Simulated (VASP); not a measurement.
A run of VASP 6.6.1:

INCAR

```
SYSTEM = Pb
ALGO     = Fast           ! electronic algorithm
EDIFF    = 1E-6           ! SCF threshold, eV
ENCUT    = 520            ! plane-wave cutoff, eV
GGA      = PE             ! functional
ISIF     = 2              ! what is computed and relaxed
ISMEAR   = 0              ! smearing method
LASPH    = .TRUE.         ! aspherical terms in the spheres
LCHARG   = .FALSE.        ! write CHGCAR
LREAL    = .FALSE.        ! projectors in reciprocal space
LWAVE    = .FALSE.        ! write WAVECAR
NBANDS   = 13             ! bands
NELM     = 100            ! most SCF steps
PREC     = Accurate       ! precision mode
SIGMA    = 0.15           ! smearing width, eV
```

The input KPOINTS:

```
k-points
0
G
  16 16 16
  0 0 0
```

File POSCAR:

```
Pb
1.0
    0.0000000000      2.4698000000      2.6179880000
    2.4698000000      0.0000000000      2.6179880000
    2.4698000000      2.4698000000      0.0000000000
Pb
1
Direct
    0.0000000000      0.0000000000      0.0000000000
```

Potentials or basis: VASP PAW PBE potentials, release 64 (Pb_d).

Launch:

```sh
$ cat potpaw_PBE.64/Pb_d/POTCAR > POTCAR
$ mpirun -np 1 vasp_std > vasp.out
```

Hardware: 1 thread of Intel(R) Xeon(R) 6975P-C (Granite Rapids), with other jobs on the host.

Problem. Estimate the wall time of this run.

Solution. It took 57 s on 1 thread of Intel(R) Xeon(R) 6975P-C (Granite Rapids) (shared host), peak memory 0.26 GiB. Counts: scf iterations 12, k points 349.
